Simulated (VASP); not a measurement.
# Cd12O in VASP: a series of runs, part 2 of 2

VASP 6.6.1. Earlier steps stand in the parts before.

## 3. Single point, PBE+D3(BJ)

The input, INCAR:

```
SYSTEM = Cd12O
ALGO = Normal
EDIFF = 1E-7
ENCUT = 520
GGA = PE
ISIF = 2
ISMEAR = -1
IVDW = 12
LASPH = .True.
LCHARG = .False.
LREAL = .False.
LWAVE = .False.
NBANDS = 87
NELM = 100
PREC = Accurate
SIGMA = 0.15
```

The input, KPOINTS:

```
k-points
0
Gamma
  2 2 1
  0 0 0
```

The input, POSCAR:

```
Cd12O
1.0
    5.9600000000      0.0000000000      0.0000000000
    2.9800000000      5.1615110000      0.0000000000
    0.0000000000      0.0000000000     16.6202800000
Cd O
12 1
Direct
    0.0000000000      0.0000000000      0.0601674581
    0.5000000000      0.0000000000      0.0601674581
   -0.0000043108      0.5000086215      0.0601674581
    0.4999956892      0.5000086215      0.0601674581
   -0.1967765151      0.3015396073      0.2582026296
    0.3043321402      0.3382149142      0.2169698705
   -0.1705990377      0.7940504244      0.1872170625
    0.3261616207      0.8283814565      0.2692433581
    0.0490689944     -0.0563594653      0.3897647934
    0.5398526343      0.0581806374      0.3847889446
    0.1709458284      0.4418667324      0.4429768933
    0.6832739700      0.5104319258      0.4254801965
    0.8461661165      0.8284395790      0.4904369842
```

Potentials or basis: VASP PAW PBE potentials, release 64 (Cd, O).

Started as:

```console
cat potpaw_PBE.64/Cd/POTCAR potpaw_PBE.64/O/POTCAR > POTCAR
mpirun -np 1 vasp_std > vasp.out
```

OUTCAR:

```text
SYSTEM = Cd12O
   EDIFF = 1E-7
   ENCUT = 520
   GGA = PE
   ISIF = 2
   ISMEAR = -1
   IVDW = 12
   LASPH = .True.
   LREAL = .False.
   NELM = 100
   PREC = Accurate
 IVDW          = 12

 ion  position               nearest neighbor table
   1  0.000  0.000  0.060-   7 2.87   4 2.98   3 2.98   2 2.98   2 2.98   3 2.98   4 2.98   5 3.65

   2  0.500  0.000  0.060-   7 2.72   3 2.98   4 2.98   1 2.98   1 2.98   4 2.98   3 2.98   6 3.14

   3  1.000  0.500  0.060-   7 2.60   2 2.98   1 2.98   4 2.98   4 2.98   1 2.98   2 2.98   6 3.04

   4  0.500  0.500  0.060-   1 2.98   2 2.98   3 2.98   3 2.98   2 2.98   1 2.98   6 3.19   5 3.66

   5  0.803  0.302  0.258-   9 2.89   6 2.95  12 2.98   8 2.99   8 3.01   6 3.18   7 3.18   7 3.24
                            10 3.36   1 3.65   4 3.66
   6  0.304  0.338  0.217-   7 2.82   5 2.95   3 3.04   8 3.10   8 3.11   2 3.14   5 3.18  10 3.19
                             4 3.19   7 3.23
   7  0.829  0.794  0.187-   3 2.60   2 2.72   6 2.82   1 2.87   5 3.18   8 3.21   6 3.23   5 3.24
                             8 3.36  10 3.68
   8  0.326  0.828  0.269-   9 2.47   5 2.99  10 2.99   5 3.01   6 3.10   6 3.11   7 3.21  12 3.29
                             7 3.36
   9  0.049  0.944  0.390-  13 2.36   8 2.47  10 2.76  11 2.84   5 2.89  12 3.03  10 3.32  12 3.40
                            11 3.50
  10  0.540  0.058  0.385-  13 2.41  11 2.44   9 2.76   8 2.99  12 3.01   6 3.19  12 3.28   9 3.32
                             5 3.36   7 3.68
  11  0.171  0.442  0.443-  13 2.28  10 2.44  12 2.74   9 2.84  12 3.29   9 3.50
  12  0.683  0.510  0.425-  11 2.74  13 2.75   5 2.98  10 3.01   9 3.03  10 3.28  11 3.29   8 3.29
                             9 3.40
  13  0.846  0.828  0.490-  11 2.28   9 2.36  10 2.41  12 2.75

  LATTYP: Found a hexagonal cell.
 ALAT       =     5.9599996479
 C/A-ratio  =     2.7886377486

  Lattice vectors:

 A1 = (  -2.9800000000,  -5.1615110000,   0.0000000000)
 A2 = (   5.9600000000,   0.0000000000,   0.0000000000)
 A3 = (   0.0000000000,   0.0000000000,  16.6202800000)

Analysis of symmetry for initial positions (statically):
=====================================================================
 Subroutine PRICEL returns:
 Original cell was already a primitive cell.

 Routine SETGRP: Setting up the symmetry group for a
 hexagonal supercell.

 Subroutine GETGRP returns: Found  1 space group operations
 (whereof  1 operations were pure point group operations)
 out of a pool of 24 trial point group operations.

The static configuration has the point symmetry C_1 .

Analysis of symmetry for dynamics (positions and initial velocities):
=====================================================================
 Subroutine PRICEL returns:
 Original cell was already a primitive cell.

 Routine SETGRP: Setting up the symmetry group for a
 hexagonal supercell.

 Subroutine GETGRP returns: Found  1 space group operations
 (whereof  1 operations were pure point group operations)
 out of a pool of 24 trial point group operations.

The dynamic configuration has the point symmetry C_1 .

 Subroutine INISYM returns: Found  1 space group operations
 (whereof  1 operations are pure point group operations),
 and found     1 'primitive' translations

----------------------------------------------------------------------------------------

                                     Primitive cell

  volume of cell :     511.2831
[... 78 lines left out ...]
   NGX,Y,Z   is equivalent  to a cutoff of  13.39, 13.39, 12.60 a.u.
   NGXF,Y,Z  is equivalent  to a cutoff of  26.78, 26.78, 25.21 a.u.
 SYSTEM =  Cd12O
   PREC   = accura    normal or accurate (medium, high low for compatibility)
   ISTART =      0    job   : 0-new  1-cont  2-samecut
   ICHARG =      2    charge: 1-file 2-atom 10-const
   ISPIN  =      1    spin polarized calculation?
   LNONCOLLINEAR =      F non collinear calculations
   LSORBIT =      F    spin-orbit coupling
   LASPH  =      T    aspherical Exc in radial PAW
   ENCUT  =  520.0 eV  38.22 Ry    6.18 a.u.  11.08 11.08 30.90*2*pi/ulx,y,z
   NELM   =    100;   NELMIN=  2; NELMDL= -5     # of ELM steps
   EDIFF  = 0.1E-06   stopping-criterion for ELM
   LREAL  =      F    real-space projection
   EDIFFG = 0.1E-05   stopping-criterion for IOM
   NSW    =      0    number of steps for IOM
   IBRION =     -1    ionic relax: 0-MD 1-quasi-New 2-CG
   NFREE  =      0    steps in history (QN), initial steepest desc. (CG)
   ISIF   =      2    stress and relaxation
   ISYM   =      2    0-nonsym 1-usesym 2-fastsym
   POTIM  = 0.5000    time-step for ionic-motion
   TEBEG  =    0.0;   TEEND  =   0.0 temperature during run
   PSTRESS=    0.0 pullay stress
   NELECT =     150.0000    total number of electrons
   NUPDOWN=      -1.0000    fix difference up-down
   EMIN   =  10.00;   EMAX   =-10.00  energy-range for DOS
   EFERMI =   0.00;   METHOD = LEGACY
   ISMEAR =    -1;   SIGMA  =   0.15  broadening in eV -4-tet -1-fermi 0-gaus
   EFERMI_NEDOS =   21; number of points for ismear=-14 and -15
   IALGO  =     38    algorithm
   IMIX   =      4    mixing-type and parameters
     AMIX     =   0.40;   BMIX     =  1.00
     AMIX_MAG =   1.60;   BMIX_MAG =  1.00
  volume/ion in A,a.u.               =      39.33       265.41
  Fermi-wavevector in a.u.,A,eV,Ry     =   1.087806  2.055655 16.100071  1.183322
  Thomas-Fermi vector in A             =   2.223974
   LORBIT       =      0    0 simple, 1 ext, 2 COOP (PROOUT), +10 PAW based schemes
   GGA     = PE    functional components
   LHFCALC =     F    Hartree Fock is set to
   AEXX    =    0.0000 exact exchange contribution
   IVDW    =    12    specifies the selected vdW correction
   LEPSILON=     F    determine dielectric tensor
   LRPA    =     F    only Hartree local field effects (RPA)
 non-spin polarized calculation
  energy-cutoff  :      520.00
  volume of cell :      511.28
 maximum number of plane-waves:     13768
 NGX is ok and might be reduce to    48
   NGX = 23   NGY = 23   NGZ = 61

 number of electron     150.0000009 magnetization

 Free energy of the ion-electron system (eV)
  ---------------------------------------------------
  ext. energy  EPLUGINS =         0.00000000
  ---------------------------------------------------
  free energy    TOTEN  =       -12.12795598 eV

  energy without entropy =      -11.83413735  energy(sigma->0) =      -11.98104667

 E-fermi :  -0.5705     XC(G=0):  -6.6406

 val. band max:       -0.6230986399   @ k =   0.5000   0.0000   0.0000
 cond. band min:      -0.5055983689   @ k =   0.0000   0.5000   0.0000
 fundamental gap:      0.1175002710
 Fermi energy:        -0.5704860665

 k-point     1 :       0.0000    0.0000    0.0000
  band No.  band energies     occupation
      1     -17.6648      2.00000
      2     -10.5970      2.00000
      3     -10.5524      2.00000
      4     -10.4812      2.00000
      5     -10.3896      2.00000
      6     -10.3465      2.00000
[... 349 lines left out ...]
     86       3.4430      0.00000
     87       3.9145      0.00000

------------------------ aborting loop because EDIFF is reached ----------------------------------------

 Edisp (eV)   -3.93133

 E8    (eV) :    -1.7898

  FORCE on cell =-STRESS in cart. coord.  units (eV):
  Direction    XX          YY          ZZ          XY          YZ          ZX
  --------------------------------------------------------------------------------------
  -------------------------------------------------------------------------------------
  Total       6.10801     6.50426     1.44012    -3.92248     3.33342    -2.82300
  in kB      19.14032    20.38202     4.51281   -12.29165    10.44574    -8.84627
  external pressure =       14.68 kB  Pullay stress =        0.00 kB

 VOLUME and BASIS-vectors are now :
 -----------------------------------------------------------------------------
  energy-cutoff  :      520.00
  volume of cell :      511.28
      direct lattice vectors                 reciprocal lattice vectors
     5.960000000  0.000000000  0.000000000     0.167785235 -0.096870858  0.000000000
     2.980000000  5.161511000  0.000000000     0.000000000  0.193741716  0.000000000
     0.000000000  0.000000000 16.620280000     0.000000000  0.000000000  0.060167458

 POSITION                                       TOTAL-FORCE (eV/Angst)
 -----------------------------------------------------------------------------------
      0.00000      0.00000      1.00000         0.413783      0.288530      0.059033
      2.98000      0.00000      1.00000        -0.604468      0.347978     -0.331947
      7.45000      2.58080      1.00000        -0.054197     -1.036409     -1.094432
      4.47000      2.58080      1.00000         0.108605      0.015546      0.277855
      5.68580      1.55640      4.29140         0.083111      0.253553     -0.500000
      2.82170      1.74570      3.60610         0.163647     -0.457782      0.453542
      7.30950      4.09850      3.11160        -0.198938      0.767975      2.193603
      4.41250      4.27570      4.47490         1.353151     -0.836984     -2.202056
      3.10450      4.87061      6.47800        -0.606690      0.540343      2.245325
      3.39090      0.30030      6.39530         0.637791     -1.858637     -0.858540
      2.33560      2.28070      7.36240        -0.680658      2.064640      1.207674
      5.59340      2.63460      7.07160        -0.742180      0.421023     -0.150728
      7.51190      4.27600      8.15120         0.127041     -0.509776     -1.299330
 -----------------------------------------------------------------------------------
    total drift:                               -0.000572     -0.000200     -0.001214

  FREE ENERGIE OF THE ION-ELECTRON SYSTEM (eV)
  ---------------------------------------------------
  free  energy   TOTEN  =       -16.0592866781 eV

  energy  without entropy=      -15.7654680427  energy(sigma->0) =      -15.91237736
```

Run time: 6.5 min. Hardware: 1 thread of Intel Xeon Platinum 8375C at 2.90GHz (Ice Lake), shared host; peak memory 0.64 GiB.

Results:

```yaml
Free_energy: -16.0593 eV
Largest_force: 2.717 eV/Å
Band_gap_on_the_k_mesh: zero (bands 75 and 76 overlap by 0.59 eV)
Dispersion_energy_per_atom: -0.302 eV
```

Forces in eV/Å, atoms in the order of the input:
```
Cd   0.414  0.289  0.059
Cd  -0.604  0.348 -0.332
Cd  -0.054 -1.036 -1.094
Cd   0.109  0.016  0.278
Cd   0.083  0.254 -0.500
Cd   0.164 -0.458  0.454
Cd  -0.199  0.768  2.194
Cd   1.353 -0.837 -2.202
Cd  -0.607  0.540  2.245
Cd   0.638 -1.859 -0.859
Cd  -0.681  2.065  1.208
Cd  -0.742  0.421 -0.151
O    0.127 -0.510 -1.299
```

Caveat: the k points lie up to 0.61 Å⁻¹ apart, too coarse for converged energies and pressures of a metal; there is no dipole correction, which matters where the two faces differ.

The gap in the log of VASP goes by the Fermi energy; the results here count the filled bands.